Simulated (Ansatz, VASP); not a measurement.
# TeAs2: VASP beside Ansatz

Contents of INCAR:

```
SYSTEM = TeAs2
ALGO = Normal
EDIFF = 1E-6
ENCUT = 520
GGA = PS
ISIF = 2
ISMEAR = 0
LASPH = .TRUE.
LCHARG = .TRUE.
LELF = .TRUE.
LREAL = .FALSE.
LVHAR = .TRUE.
LWAVE = .FALSE.
NBANDS = 25
NELM = 60
PREC = Accurate
SIGMA = 0.1
```

File KPOINTS:

```
k-points
0
G
  10 10 10
  0 0 0
```

File POSCAR:

```
TeAs2
1.0
   -3.5564540000      3.5564540000      2.9405160000
    3.5564540000     -3.5564540000      2.9405160000
    3.5564540000      3.5564540000     -2.9405160000
Te As
2 4
Direct
    0.7500000000      0.2500000000      0.5000000000
    0.0000000000      0.0000000000      0.0000000000
    0.3750000000      0.6250000000      0.2500000000
    0.3750000000      0.1250000000      0.7500000000
    0.3750000000      0.6250000000      0.7500000000
    0.8750000000      0.6250000000      0.2500000000
```

Input for Ansatz:

```yaml
crystal:
  lattice:
    - [-3.556454, 3.556454, 2.940516]
    - [3.556454, -3.556454, 2.940516]
    - [3.556454, 3.556454, -2.940516]
  atoms:
    - { symbol: Te, position: [0.75, 0.25, 0.5] }
    - { symbol: Te, position: [0.0, 0.0, 0.0] }
    - { symbol: As, position: [0.375, 0.625, 0.25] }
    - { symbol: As, position: [0.375, 0.125, 0.75] }
    - { symbol: As, position: [0.375, 0.625, 0.75] }
    - { symbol: As, position: [0.875, 0.625, 0.25] }
basis:
  ecutwfc: 420
kpoints:
  mp_grid: { grid: [10, 10, 10] }
hamiltonian:
  xc: pbesol
scf:
  occupations: { method: gaussian, width: 0.1 }
output:
  forces: true
  stress: true
  eigenvalues: true
  write_density: true
  write_potential: true
  elf: true
  volumetric_format: npy
```

Alike in both runs: task single point; functional PBEsol; k mesh 10 × 10 × 10; occupations gaussian, width 0.1 eV; no spin polarisation.

|  | VASP | Ansatz |
| --- | --- | --- |
| version | VASP 6.6.1 | Ansatz 0.2.0 |
| potentials or method | VASP PAW PBE potentials, release 64 (Te, As), cutoff 520 eV | scalar-relativistic, plane waves, PAW |
| valence electrons in the cell | 32 | 92 |

VASP gave:

| Quantity | Value |
| --- | --- |
| gap on the k mesh at the Fermi level (eV) | none |
| pressure (GPa) | -3.7 |
| traceless stress, the component that is largest in VASP (GPa) | -0.99 |

Question: Which values does Ansatz return?

Answer: gap on the k mesh at the Fermi level (eV): none; pressure (GPa): -3.8; traceless stress, the component that is largest in VASP (GPa): -1.04.

VASP's potentials were made for PBE, not for PBEsol. A gap of «none» marks a metal or a gap that the smearing closes. VASP's potentials hold 32 valence electrons a cell and Ansatz's 92, so a difference there can come from the potentials and not from the codes.

Neither program's run includes spin-orbit coupling.
